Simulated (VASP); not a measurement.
A run of VASP 6.6.1 is set up as follows.

Contents of POSCAR:

```
TiTe2
1.0
    3.7770000000      0.0000000000      0.0000000000
   -1.8885000000      3.2709779501      0.0000000000
    0.0000000000      0.0000000000      6.4980000000
Te Ti
2 1
Direct
    0.3333333333      0.6666666667      0.7372000000
    0.6666666667      0.3333333333      0.2628000000
    0.0000000000      0.0000000000      0.0000000000
```

File INCAR.step1:

```
ALGO = Normal
EDIFF = 1E-5
ENCUT = 520
GGA = PE
ISIF = 2
ISMEAR = -1
LASPH = T
LCHARG = F
LREAL = F
LUSENCCL = F
LWAVE = T
NBANDS = 19
NELM = 60
PREC = Accurate
SIGMA = 0.05
```

The input INCAR.step2:

```
AEXX = 0.25
ALGO = Normal
EDIFF = 1E-6
ENCUT = 520
ISIF = 2
ISMEAR = -1
ISTART = 1
LASPH = T
LCHARG = F
LHFCALC = T
LMIXTAU = T
LREAL = F
LUSENCCL = F
LWAVE = F
METAGGA = R2SCAN
NBANDS = 19
NELM = 60
PREC = Accurate
PRECFOCK = Normal
SIGMA = 0.05
```

The input KPOINTS:

```
k-points
0
Gamma
  5 5 3
```

Potentials or basis: VASP PAW PBE potentials, release 64 (Te, Ti_sv).

The run is started by

```sh
$ cat potpaw_PBE.64/Te/POTCAR potpaw_PBE.64/Ti_sv/POTCAR > POTCAR
$ cp INCAR.step1 INCAR
$ mpirun -np 1 vasp_std > vasp.out
$ cp INCAR.step2 INCAR
$ mpirun -np 1 vasp_std > vasp.out
```

Q: Estimate the band gap on the k mesh.

A: Zero (band 12 reaches 7.82 eV, above the bottom of band 13 at 6.67 eV).

Q: What does it give for the largest force?

A: 0.471 eV/Å.

Q: What does it give for the pressure?

A: -0.4 GPa.

Stress tensor (GPa, compression positive):
```
-0.53  0.00  0.00
 0.00 -0.53  0.00
 0.00  0.00 -0.15
```

Caveat: the k points lie up to 0.38 Å⁻¹ apart; the PAW data sets were made with another functional, which shifts forces and pressure a little; spin-orbit coupling is left out, which moves the levels of the heavy elements.
